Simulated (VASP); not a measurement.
# W: single point with LDA

Crystal: W.

```xyz
1
Lattice="0.0000 2.0300 2.0300 2.0300 0.0000 2.0300 2.0300 2.0300 0.0000" Properties=species:S:1:pos:R:3 pbc="T T T"
W     0.0000    0.0000    0.0000
```

```json
{
  "Program": "VASP 6.6.1",
  "Task": "single point",
  "Functional": "LDA",
  "Potentials or basis": "VASP PAW LDA potentials, release 64 (W_sv)",
  "Cutoff": "520 eV",
  "k mesh": "12 × 12 × 12",
  "Occupations": "fermi-dirac, width 0.15 eV",
  "Spin": "no spin polarisation"
}
```

- Pressure: -16.3 GPa
- Band gap on the k mesh: zero (band 7 reaches 13.17 eV, above the bottom of band 8 at 9.53 eV)

Levels at points of the mesh, in eV from the Fermi level:
```csv
k point,band 5,band 6,band 7,band 8,band 9,band 10
"(0.00, 0.00, 0.00)",-8.84,-0.59,-0.59,-0.59,2.41,2.41
"(0.50, 0.00, 0.00)",-5.50,-0.82,-0.82,0.70,4.84,4.84
"(0.50, 0.50, 0.00)",-5.38,-4.43,3.05,4.79,5.57,5.57
```

Run time: 21 s on 1 thread of AMD EPYC 7R13, on a shared host, peak memory 0.11 GiB.

Caveat: spin-orbit coupling is left out, which moves the levels of the heavy elements.
